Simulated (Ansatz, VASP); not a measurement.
Al: VASP beside Ansatz

POSCAR

```
Al
1.0
    0.0000000000      2.1858984000      2.1858984000
    2.1858984000      0.0000000000      2.1858984000
    2.1858984000      2.1858984000      0.0000000000
Al
1
Direct
    0.0000000000      0.0000000000      0.0000000000
```

Contents of INCAR.step1:

```
ALGO = Normal
EDIFF = 1E-4
ENCUT = 520
GGA = PE
ISMEAR = 0
LASPH = T
LCHARG = F
LREAL = F
LWAVE = T
NBANDS = 8
NELM = 60
PREC = Accurate
SIGMA = 0.15
```

File INCAR.step2:

```
ALGO = Normal
EDIFF = 1E-6
ENCUT = 520
ISIF = 2
ISMEAR = 0
ISTART = 1
LASPH = T
LCHARG = F
LMIXTAU = T
LREAL = F
LWAVE = F
METAGGA = R2SCAN
NBANDS = 8
NELM = 60
PREC = Accurate
SIGMA = 0.15
```

KPOINTS

```
k-points
0
Gamma
  20 20 20
```

Input for Ansatz:

```yaml
crystal:
  lattice:
    - [0.0, 2.1858984, 2.1858984]
    - [2.1858984, 0.0, 2.1858984]
    - [2.1858984, 2.1858984, 0.0]
  atoms:
    - { symbol: Al, position: [0.0, 0.0, 0.0] }
basis:
  ecutwfc: 500
kpoints:
  mp_grid: { grid: [20, 20, 20] }
hamiltonian:
  xc: r2scan
scf:
  occupations: { method: gaussian, width: 0.15 }
output:
  forces: true
  stress: true
  eigenvalues: true
```

Change from the starting cell: strain +0.080 along x and y, +0.080 along z, atoms carried along.

Alike in both runs: task single point; functional r2SCAN; k mesh 20 × 20 × 20; occupations gaussian, width 0.15 eV; no spin polarisation.

|  | VASP | Ansatz |
| --- | --- | --- |
| version | VASP 6.6.1 | Ansatz 0.2.0 |
| potentials or method | VASP PAW PBE potentials, release 64 (Al), cutoff 520 eV | scalar-relativistic, plane waves, PAW |
| valence electrons in the cell | 3 | 3 |

```tsv
	VASP	Ansatz	Ansatz less VASP
gap on the k mesh at the Fermi level (eV)	none	none	-
pressure (GPa)	-13.0	-12.9	+0.14
```

VASP's potentials were made for PBE, not for r2SCAN. A gap of «none» marks a metal or a gap that the smearing closes. With one functional, cell and mesh, what is left measures potentials, basis and numerics.
